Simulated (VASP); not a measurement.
# BN (P6_3mc) in VASP: notebook

BN is run at these levels: r2SCAN; tasks: single point.

All numbers are computed with VASP 6.6.1; they aren't measurements. Logs are shortened: lines on timing, memory, paths and dates and some standing lists are left out, and cuts for length are marked.

## Step 1: The cell of the first run

Symmetry: P6_3mc, No. 186, hexagonal system. The conventional cell has a = 2.350 Å, b = 2.350 Å, c = 4.565 Å, α = 90.00°, β = 90.00°, γ = 120.00°. B (site symmetry 3m) has 4 N at 1.47 to 1.71 Å within 2.0 Å. N (site symmetry 3m) has 4 B at 1.47 to 1.71 Å within 2.0 Å.

## Step 2: Single point, r2SCAN (strain -0.080 along x and y, +0.080 along z)

File POSCAR:

```
BN
1.0
    2.3496244336      0.0000000000      0.0000000000
   -1.1748122168      2.0348344488      0.0000000000
    0.0000000000      0.0000000000      4.5650034000
B N
2 2
Direct
    0.6666666667      0.3333333333      0.9997240000
    0.3333333333      0.6666666667      0.4997240000
    0.6666666667      0.3333333333      0.6252760000
    0.3333333333      0.6666666667      0.1252760000
```

File INCAR.step1:

```
ALGO     = Normal         # electronic algorithm
EDIFF    = 1E-4           # SCF threshold, eV
ENCUT    = 520            # plane-wave cutoff, eV
GGA      = PE             # functional
ISMEAR   = 0              # smearing method
LASPH    = T              # aspherical terms in the spheres
LCHARG   = F              # write CHGCAR
LREAL    = F              # projectors in reciprocal space
LWAVE    = T              # write WAVECAR
NBANDS   = 16             # bands
NELM     = 60             # most SCF steps
PREC     = Accurate       # precision mode
SIGMA    = 0.05           # smearing width, eV
```

File INCAR.step2:

```
ALGO     = Normal         # electronic algorithm
EDIFF    = 1E-6           # SCF threshold, eV
ENCUT    = 520            # plane-wave cutoff, eV
ISIF     = 2              # what is computed and relaxed
ISMEAR   = 0              # smearing method
ISTART   = 1            
LASPH    = T              # aspherical terms in the spheres
LCHARG   = F              # write CHGCAR
LMIXTAU  = T            
LREAL    = F              # projectors in reciprocal space
LWAVE    = F              # write WAVECAR
METAGGA  = R2SCAN         # meta-GGA
NBANDS   = 16             # bands
NELM     = 60             # most SCF steps
PREC     = Accurate       # precision mode
SIGMA    = 0.05           # smearing width, eV
```

File KPOINTS:

```
k-points
0
Gamma
  12 12 6
```

Potentials or basis: VASP PAW PBE potentials, release 64 (B, N).

Launch:

```
> cat potpaw_PBE.64/B/POTCAR potpaw_PBE.64/N/POTCAR > POTCAR
> cp INCAR.step1 INCAR
> mpirun -np 1 vasp_std > vasp.out
> cp INCAR.step2 INCAR
> mpirun -np 1 vasp_std > vasp.out
```

OUTCAR:

```text
EDIFF = 1E-6
   ENCUT = 520
   ISIF = 2
   ISMEAR = 0
   ISTART = 1
   LASPH = T
   LREAL = F
   METAGGA = R2SCAN
   NELM = 60
   PREC = Accurate

 ion  position               nearest neighbor table
   1  0.667  0.333  1.000-   4 1.47   4 1.47   4 1.47   3 1.71
   2  0.333  0.667  0.500-   3 1.47   3 1.47   3 1.47   4 1.71
   3  0.667  0.333  0.625-   2 1.47   2 1.47   2 1.47   1 1.71
   4  0.333  0.667  0.125-   1 1.47   1 1.47   1 1.47   2 1.71

  LATTYP: Found a hexagonal cell.
 ALAT       =     2.3496244336
 C/A-ratio  =     1.9428651382

  Lattice vectors:

 A1 = (   2.3496244336,   0.0000000000,   0.0000000000)
 A2 = (  -1.1748122168,   2.0348344488,   0.0000000000)
 A3 = (   0.0000000000,   0.0000000000,   4.5650034000)

Analysis of symmetry for initial positions (statically):
=====================================================================
 Subroutine PRICEL returns:
 Original cell was already a primitive cell.

 Routine SETGRP: Setting up the symmetry group for a
 hexagonal supercell.

 Subroutine GETGRP returns: Found 12 space group operations
 (whereof  6 operations were pure point group operations)
 out of a pool of 24 trial point group operations.

The static configuration has the point symmetry C_3v.
 The point group associated with its full space group is C_6v.

Analysis of symmetry for dynamics (positions and initial velocities):
=====================================================================
 Subroutine PRICEL returns:
 Original cell was already a primitive cell.

 Routine SETGRP: Setting up the symmetry group for a
 hexagonal supercell.

 Subroutine GETGRP returns: Found 12 space group operations
 (whereof  6 operations were pure point group operations)
 out of a pool of 24 trial point group operations.

The dynamic configuration has the point symmetry C_3v.
 The point group associated with its full space group is C_6v.

 Subroutine INISYM returns: Found 12 space group operations
 (whereof  6 operations are pure point group operations),
 and found     1 'primitive' translations

----------------------------------------------------------------------------------------

                                     Primitive cell

  volume of cell :      21.8257

  direct lattice vectors                    reciprocal lattice vectors
     2.349624434  0.000000000  0.000000000     0.425599932  0.245720236  0.000000000
    -1.174812217  2.034834449  0.000000000     0.000000000  0.491440471  0.000000000
     0.000000000  0.000000000  4.565003400     0.000000000  0.000000000  0.219057887

  length of vectors
     2.349624434  2.349624434  4.565003400     0.491440471  0.491440471  0.219057887

  position of ions in fractional coordinates (direct lattice)
     0.666666667  0.333333333  0.999724000
     0.333333333  0.666666667  0.499724000
     0.666666667  0.333333333  0.625276000
     0.333333333  0.666666667  0.125276000

  ion indices of the primitive-cell ions
   primitive index   ion index
                 1           1
                 2           2
                 3           3
                 4           4

----------------------------------------------------------------------------------------

 KPOINTS: k-points

Automatic generation of k-mesh.
 Grid dimensions read from file:
 generate k-points for:   12   12    6

 Generating k-lattice:

  Cartesian coordinates                     Fractional coordinates (reciprocal lattice)
     0.035466661  0.020476686  0.000000000     0.083333333  0.000000000  0.000000000
     0.000000000  0.040953373  0.000000000     0.000000000  0.083333333  0.000000000
     0.000000000  0.000000000  0.036509648     0.000000000  0.000000000  0.166666667

  Length of vectors
     0.040953373  0.040953373  0.036509648

  Shift w.r.t. Gamma in fractional coordinates (k-lattice)
     0.000000000  0.000000000  0.000000000

 Subroutine IBZKPT returns following result:
 ===========================================

 Found     76 irreducible k-points:

 Following reciprocal coordinates:
            Coordinates               Weight
  0.000000  0.000000  0.000000      1.000000
  0.083333  0.000000  0.000000      6.000000
  0.166667  0.000000  0.000000      6.000000
  0.250000 -0.000000  0.000000      6.000000
  0.333333  0.000000  0.000000      6.000000
  0.416667 -0.000000  0.000000      6.000000
[... 16 lines left out ...]
  0.250000 -0.000000  0.166667     12.000000
  0.333333  0.000000  0.166667     12.000000
 [... further k-points ...]
   k-points           NKPTS =     76   k-points in BZ     NKDIM =     76   number of bands    NBANDS=     16
   number of dos      NEDOS =    301   number of ions     NIONS =      4
   total plane-waves  NPLWV =  11664
   dimension x,y,z NGX =    18 NGY =   18 NGZ =   36
   dimension x,y,z NGXF=    36 NGYF=   36 NGZF=   72
   ions per type =               2   2
   NGX,Y,Z   is equivalent  to a cutoff of  12.74, 12.74, 13.11 a.u.
   NGXF,Y,Z  is equivalent  to a cutoff of  25.47, 25.47, 26.22 a.u.
 SYSTEM =  unknown system
   PREC   = accura    normal or accurate (medium, high low for compatibility)
   ISTART =      1    job   : 0-new  1-cont  2-samecut
   ICHARG =      0    charge: 1-file 2-atom 10-const
   ISPIN  =      1    spin polarized calculation?
   LNONCOLLINEAR =      F non collinear calculations
   LSORBIT =      F    spin-orbit coupling
   LASPH  =      T    aspherical Exc in radial PAW
   ENCUT  =  520.0 eV  38.22 Ry    6.18 a.u.   4.37  4.37  8.49*2*pi/ulx,y,z
   NELM   =     60;   NELMIN=  2; NELMDL=  0     # of ELM steps
   EDIFF  = 0.1E-05   stopping-criterion for ELM
   LREAL  =      F    real-space projection
   EDIFFG = 0.1E-04   stopping-criterion for IOM
   NSW    =      0    number of steps for IOM
   IBRION =     -1    ionic relax: 0-MD 1-quasi-New 2-CG
   NFREE  =      0    steps in history (QN), initial steepest desc. (CG)
   ISIF   =      2    stress and relaxation
   ISYM   =      2    0-nonsym 1-usesym 2-fastsym
   POTIM  = 0.5000    time-step for ionic-motion
   TEBEG  =    0.0;   TEEND  =   0.0 temperature during run
   PSTRESS=    0.0 pullay stress
   NELECT =      16.0000    total number of electrons
   NUPDOWN=      -1.0000    fix difference up-down
   EMIN   =  10.00;   EMAX   =-10.00  energy-range for DOS
   EFERMI =   0.00;   METHOD = LEGACY
   ISMEAR =     0;   SIGMA  =   0.05  broadening in eV -4-tet -1-fermi 0-gaus
   EFERMI_NEDOS =   21; number of points for ismear=-14 and -15
   IALGO  =     38    algorithm
   IMIX   =      4    mixing-type and parameters
     AMIX     =   0.40;   BMIX     =  1.00
     AMIX_MAG =   1.60;   BMIX_MAG =  1.00
  volume/ion in A,a.u.               =       5.46        36.82
  Fermi-wavevector in a.u.,A,eV,Ry     =   1.476132  2.789486 29.646639  2.178967
  Thomas-Fermi vector in A             =   2.590696
   LORBIT       =      0    0 simple, 1 ext, 2 COOP (PROOUT), +10 PAW based schemes
   METAGGA = R2SCAN    functional components
   LHFCALC =     F    Hartree Fock is set to
   AEXX    =    0.0000 exact exchange contribution
   IVDW    =     0    specifies the selected vdW correction
   LEPSILON=     F    determine dielectric tensor
   LRPA    =     F    only Hartree local field effects (RPA)
 non-spin polarized calculation
 Gauss-broadening in eV      SIGMA  =   0.05
  energy-cutoff  :      520.00
  volume of cell :       21.83
 maximum number of plane-waves:       623
 NGX is ok and might be reduce to    18
   NGX =  9   NGY =  9   NGZ = 17

 number of electron      15.9999999 magnetization

 Free energy of the ion-electron system (eV)
  ---------------------------------------------------
  ext. energy  EPLUGINS =         0.00000000
  ---------------------------------------------------
  free energy    TOTEN  =       -36.71891989 eV

  energy without entropy =      -36.71891989  energy(sigma->0) =      -36.71891989

 E-fermi :   9.0812     XC(G=0): -14.0545

 val. band max:        8.8563440801   @ k =   0.0000   0.0000   0.0000
 cond. band min:      12.9195195152   @ k =   0.0000   0.0000   0.0000
 fundamental gap:      4.0631754351
 Fermi energy:         9.0811745843

 k-point     1 :       0.0000    0.0000    0.0000
  band No.  band energies     occupation
      1     -14.1155      2.00000
      2     -10.9880      2.00000
      3      -3.9416      2.00000
      4       7.0275      2.00000
      5       7.5591      2.00000
      6       7.5591      2.00000
[... 8 lines left out ...]
     15      23.9613      0.00000
     16      24.5341      0.00000

 k-point     2 :       0.0833    0.0000    0.0000
  band No.  band energies     occupation
      1     -13.9280      2.00000
      2     -10.8238      2.00000
      3      -3.7479      2.00000
      4       6.7181      2.00000
      5       6.9663      2.00000
      6       7.1983      2.00000
[... 8 lines left out ...]
     15      24.3391      0.00000
     16      24.6023      0.00000

 k-point     3 :       0.1667    0.0000    0.0000
  band No.  band energies     occupation
      1     -13.3705      2.00000
      2     -10.3420      2.00000
      3      -3.1738      2.00000
      4       4.6616      2.00000
      5       6.1184      2.00000
      6       6.3545      2.00000
[... 8 lines left out ...]
     15      24.9133      0.00000
     16      26.0401      0.00000

 k-point     4 :       0.2500   -0.0000    0.0000
  band No.  band energies     occupation
      1     -12.4616      2.00000
      2      -9.5851      2.00000
      3      -2.2468      2.00000
      4       2.1388      2.00000
      5       3.9212      2.00000
      6       5.4133      2.00000
[... 8 lines left out ...]
     15      25.8632      0.00000
     16      26.8130      0.00000
[... 324 lines left out ...]
 k-point    22 :       0.1667    0.0000    0.1667
  band No.  band energies     occupation
      1     -13.2346      2.00000
      2     -10.6788      2.00000
      3      -2.5553      2.00000
      4       4.7475      2.00000
      5       5.5493      2.00000
      6       6.4097      2.00000
[... 8 lines left out ...]
     15      25.1665      0.00000
     16      25.9644      0.00000

 k-point    23 :       0.2500   -0.0000    0.1667
  band No.  band energies     occupation
      1     -12.3299      2.00000
      2      -9.8953      2.00000
      3      -1.6865      2.00000
      4       2.2541      2.00000
      5       3.6973      2.00000
      6       5.5093      2.00000
[... 8 lines left out ...]
     15      25.5621      0.00000
     16      26.8504      0.00000

 k-point    24 :       0.3333    0.0000    0.1667
  band No.  band energies     occupation
      1     -11.1251      2.00000
      2      -8.9344      2.00000
      3      -0.8873      2.00000
      4       0.1515      2.00000
      5       1.4071      2.00000
      6       4.7230      2.00000
[... 8 lines left out ...]
     15      26.8171      0.00000
     16      26.8985      0.00000

 [... further k-points ...]
[... 5 lines left out ...]
  --------------------------------------------------------------------------------------
  -------------------------------------------------------------------------------------
  Total       14.9790068     14.9790068     -9.5261002      0.0000000      0.0000000     -0.0000000
  in kB     1099.5752677   1099.5752677   -699.2896362      0.0000000      0.0000000     -0.0000000
  external PRESSURE =     499.9536331 kB  Pullay stress =       0.0000000 kB

 VOLUME and BASIS-vectors are now :
 -----------------------------------------------------------------------------
  energy-cutoff  :      520.00
  volume of cell :       21.83
      direct lattice vectors                 reciprocal lattice vectors
     2.349624434  0.000000000  0.000000000     0.425599932  0.245720236  0.000000000
    -1.174812217  2.034834449  0.000000000     0.000000000  0.491440471  0.000000000
     0.000000000  0.000000000  4.565003400     0.000000000  0.000000000  0.219057887

 POSITION                                       TOTAL-FORCE (eV/Angst)
 -----------------------------------------------------------------------------------
      1.17481      0.67828      4.56374         0.000000      0.000000      0.407790
     -0.00000      1.35656      2.28124        -0.000000     -0.000000      0.407790
      1.17481      0.67828      2.85439        -0.000000      0.000000     -0.407790
     -0.00000      1.35656      0.57189         0.000000     -0.000000     -0.407790
 -----------------------------------------------------------------------------------
    total drift:                                0.000000      0.000000      0.000912

  FREE ENERGIE OF THE ION-ELECTRON SYSTEM (eV)
  ---------------------------------------------------
  free  energy   TOTEN  =       -36.7189198922 eV

  energy  without entropy=      -36.7189198922  energy(sigma->0) =      -36.71891989
```

It took 2.5 min on 1 thread of Intel Xeon 8259CL, shared host; peak memory 0.14 GiB.

What came out:

```yaml
Free_energy: -36.7189 eV
Pressure: 50.0 GPa
Largest_force: 0.408 eV/Å
Band_gap_on_the_k_mesh: 4.06 eV
```

Forces on the atoms (eV/Å):
```
B    0.000  0.000  0.408
B    0.000  0.000  0.408
N    0.000  0.000 -0.408
N    0.000  0.000 -0.408
```

Caveat: the cell differs from its parent crystal (strain -0.080 along x and y, +0.080 along z); the stress differs along the axes, from -70 to 110 GPa; the PAW data sets were made with another functional, which shifts forces and pressure a little.

(Part 1 of 2 ends here.)
